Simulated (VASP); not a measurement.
## Os2N: relaxation of cell and atoms with PBE

Os2N:

```
Os N
1.0
     4.23738    0.00000    0.00000
     0.00000    4.23738    0.00000
     0.00000    0.00000    4.23738
Os N
4 2
Cartesian
  1.0593 1.0593 1.0593
  1.0593 3.1780 3.1780
  3.1780 3.1780 1.0593
  3.1780 1.0593 3.1780
  0.0000 0.0000 0.0000
  2.1187 2.1187 2.1187
```

```json
{"Program": "VASP 6.6.1", "Task": "relaxation of cell and atoms", "Functional": "PBE", "Potentials or basis": "VASP PAW PBE potentials, release 64 (Os, N)", "Cutoff": "600 eV", "k mesh": "4 × 4 × 4", "Occupations": "gaussian, width 0.1 eV", "Spin": "no spin polarisation", "Dipole correction": "no", "Further INCAR settings": "ALGO = Normal; EDIFF = 1e-06; IBRION = 2; EDIFFG = -0.04; NSW = 90; ISIF = 3"}
```

The relaxed volume is 14.07 Å³/atom, the relaxed cell is a = 4.386 Å, b = 4.386 Å, c = 4.386 Å, α = 90.00°, β = 90.00°, γ = 90.00° and the space group after relaxing (to 0.1 Å) is Pn-3m (No. 224). The pressure after relaxing is 0.1 GPa and the band gap on the k mesh is zero (bands 21 and 22 overlap by 0.97 eV).

Final structure:
```
Os N
1.0
     4.38630    0.00000    0.00000
     0.00000    4.38630    0.00000
     0.00000    0.00000    4.38630
Os N
4 2
Direct
  0.25000 0.25000 0.25000
  0.25000 0.75000 0.75000
  0.75000 0.75000 0.25000
  0.75000 0.25000 0.75000
  0.00000 0.00000 0.00000
  0.50000 0.50000 0.50000
```

Levels at points of the mesh, in eV from the Fermi level:
| k point | band 18 | band 19 | band 20 | band 21 | band 22 | band 23 | band 24 | band 25 |
| --- | --- | --- | --- | --- | --- | --- | --- | --- |
| (0.00, 0.00, 0.00) | -0.49 | -0.49 | 0.24 | 0.24 | 0.24 | 0.95 | 1.04 | 1.04 |
| (0.50, 0.00, 0.00) | -1.35 | -1.26 | -1.26 | -0.36 | -0.36 | 0.43 | 0.43 | 1.46 |
| (0.50, 0.50, 0.00) | -1.86 | -0.83 | -0.83 | -0.72 | -0.72 | 0.69 | 0.69 | 1.43 |
| (0.50, 0.50, 0.50) | -0.70 | -0.70 | 0.25 | 0.25 | 0.25 | 0.77 | 0.77 | 2.13 |

Wall time 46 s on 1 thread of Intel(R) Xeon(R) 6975P-C (Granite Rapids), on a shared host, peak memory 0.22 GiB.

Caveat: the k points lie up to 0.36 Å⁻¹ apart in the final cell, too coarse for converged energies and pressures of a metal; spin-orbit coupling is left out, which moves the levels of the heavy elements.
